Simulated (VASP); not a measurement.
Runs of VASP 6.6.1 on CdSe. The structure is that of space group F-43m (No. 216), or close to it. The cells are those of the table. 

| task | cell | gap on the mesh (eV) | pressure (GPa) |
| --- | --- | --- | --- |
| single point | a = 4.232 Å, angles 60.0°, 2 atoms | 0.71 | (d) |
| single point | a = 4.323 Å, angles 60.0°, 2 atoms | 0.58 | 2.3 |
| relaxation of cell and atoms | relaxed to 4 GPa from a = 4.342 Å, angles 60.0°, 2 atoms | 0.64 | 4.0 |
| relaxation of cell and atoms | relaxed to 6 GPa from a = 4.342 Å, angles 60.0°, 2 atoms | (c) | 6.0 |
| relaxation of cell and atoms | relaxed from a = 4.342 Å, angles 60.0°, 2 atoms | 0.48 | 0.0 |
| relaxation of cell and atoms | relaxed to 8 GPa from a = 4.342 Å, angles 60.0°, 2 atoms | (a) | 8.0 |
| single point | a = 4.194 Å, angles 60.0°, 2 atoms | 0.76 | 8.5 |
| single point | a = 4.382 Å, angles 60.0°, 2 atoms | (b) | 0.2 |

Alike in all rows: level PBE; potentials or basis VASP PAW PBE potentials, release 64 (Cd, Se); no spin polarisation; k mesh 6 × 6 × 6; cutoff (eV) 500; smearing gaussian 0.01 eV.

Q: Estimate the missing entries.

A: (a) 0.75; (b) 0.49; (c) 0.70; (d) 6.4.

Caveats: the cell is relaxed towards a set pressure, so the run minimises the enthalpy, not the energy (at least some runs); the cell stands under pressure (at least some runs).

A k mesh can miss the band edges, and the runs leave out spin-orbit coupling on Cd, Se.
